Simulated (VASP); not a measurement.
Set up this calculation in VASP 6.6.1, as the native input.

```yaml
Task: single point
Functional: r2SCAN
Potentials_or_basis: VASP PAW PBE potentials, release 64 (Pb_d, Te)
Cutoff: 520 eV
k_mesh: 7 × 7 × 7
Occupations: fermi-dirac, width 0.05 eV
Spin: no spin polarisation
Dipole_correction: no
Further_INCAR_settings: ALGO = Normal; EDIFF = 1e-07; NBANDS = 17
```

The system is TePb.

```
Pb Te
1.0
     0.00000    3.26791    3.26791
     3.26791    0.00000    3.26791
     3.26791    3.26791    0.00000
Pb Te
1 1
Direct
  0.00000 0.00000 0.00000
  0.50000 0.50000 0.50000
```

These files were run (other wordings do the same):

POSCAR

```
TePb
1.0
    0.0000000000      3.2679141604      3.2679141604
    3.2679141604      0.0000000000      3.2679141604
    3.2679141604      3.2679141604      0.0000000000
Pb Te
1 1
Direct
    0.0000000000      0.0000000000      0.0000000000
    0.5000000000      0.5000000000      0.5000000000
```

INCAR.step1

```
  PREC = Accurate
  ENCUT = 520
  ISMEAR = -1
  SIGMA = 0.05
  LREAL = False
  LASPH = True
  NELM = 100
  NBANDS = 17
  GGA = PE
  ALGO = Normal
  EDIFF = 1E-4
  LWAVE = True
  LCHARG = False
```

INCAR.step2

```
  PREC = Accurate
  ENCUT = 520
  EDIFF = 1E-7
  ISMEAR = -1
  SIGMA = 0.05
  LREAL = False
  LASPH = True
  NELM = 100
  ALGO = Normal
  ISIF = 2
  LWAVE = False
  LCHARG = True
  METAGGA = R2SCAN
  LMIXTAU = True
  LELF = True
  LVHAR = True
  NBANDS = 17
  ISTART = 1
```

KPOINTS

```
regular mesh
0
Gamma
  7 7 7
```

Potentials or basis: VASP PAW PBE potentials, release 64 (Pb_d, Te).

Launch:

```sh
$ cat potpaw_PBE.64/Pb_d/POTCAR potpaw_PBE.64/Te/POTCAR > POTCAR
$ cp INCAR.step1 INCAR
$ mpirun -np 1 vasp_std > vasp.out
$ cp INCAR.step2 INCAR
$ mpirun -np 1 vasp_std > vasp.out
```

It gave:

```
Pressure : 0.0 GPa
```

Caveat: the PAW data sets were made with another functional, which shifts forces and pressure a little.

Wall time 3 min on 1 thread of AMD EPYC 7R43 64-Core Processor (Zen 3), on a shared host, peak memory 0.18 GiB.
